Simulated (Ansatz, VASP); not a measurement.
# Two plane-wave programs on Ca

```
CELL_PARAMETERS angstrom
0.00000 2.79420 2.79420
2.79420 0.00000 2.79420
2.79420 2.79420 0.00000
ATOMIC_POSITIONS crystal
Ca 0.00000 0.00000 0.00000
```

Alike in both runs: task relaxation of cell and atoms; functional PBE; dispersion D3(BJ); k mesh 14 × 14 × 14; occupations gaussian, width 0.1 eV; no spin polarisation.

```csv
,VASP,Ansatz
version,VASP 6.6.1,Ansatz 0.2.0
potentials or method,"VASP PAW PBE potentials, release 64 (Ca_sv), cutoff 600 eV","scalar-relativistic, plane waves, PAW"
valence electrons in the cell,10,10
```

Ansatz gave:

| Quantity | Value |
| --- | --- |
| gap on the k mesh at the Fermi level, each at its own relaxed structure (eV) | none |
| relaxed volume (Å³/atom) | 40.15 |
| relaxed length of the cell vector where the two differ most in proportion (Å) | 3.844 |

Question: Which values does VASP return?

Answer: gap on the k mesh at the Fermi level, each at its own relaxed structure (eV): none; relaxed volume (Å³/atom): 40.21; relaxed length of the cell vector where the two differ most in proportion (Å): 3.846.

A gap of «none» marks a metal or a gap that the smearing closes.
